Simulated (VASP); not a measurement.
Crystal: MgS.

```xyz
4
Lattice="3.6657 0.0000 0.0000 -1.8328 3.1745 0.0000 0.0000 0.0000 6.1784" Properties=species:S:1:pos:R:3 pbc="T T T"
Mg    0.0000    0.0000    0.0000
Mg    0.0000    0.0000    3.0892
S     0.0000    2.1164    1.5446
S     1.8328    1.0582    4.6338
```

```yaml
Program: VASP 6.6.1
Task: relaxation of cell and atoms
Functional: r2SCAN
Potentials_or_basis: VASP PAW PBE potentials, release 64 (Mg, S)
Cutoff: 600 eV
k_mesh: 12 × 12 × 4
Occupations: fermi-dirac, width 0.02 eV
Spin: no spin polarisation
```

At the start: pressure -1.7 GPa; volume 17.97 Å³/atom.

Question: How do energy, volume and symmetry change on relaxing?

Answer: Over 5 steps the energy falls by 2.1 meV/atom and the volume is 17.60 Å³/atom (-2.1 %); space group P6_3/mmc (No. 194, to 0.1 Å) before and after.

The path:
```
step  energy change (eV)  largest force (eV/Å)  pressure (GPa)  volume (Å³)
   1              0.0000                0.0000           -1.67        71.90
   2             -0.0077                0.0000            0.46        69.97
   3             -0.0082                0.0000            0.01        70.35
   4             -0.0082                0.0000           -0.02        70.38
   5             -0.0082                0.0000           -0.03        70.38
```

Final structure:
```
Mg S
1.0
     3.63962    0.00000    0.00000
    -1.81981    3.15201    0.00000
     0.00000    0.00000    6.13492
Mg S
2 2
Direct
  0.00000 0.00000 0.00000
  0.00000 0.00000 0.50000
  0.33333 0.66667 0.25000
  0.66667 0.33333 0.75000
```

Caveat: the PAW data sets were made with another functional, which shifts forces and pressure a little.
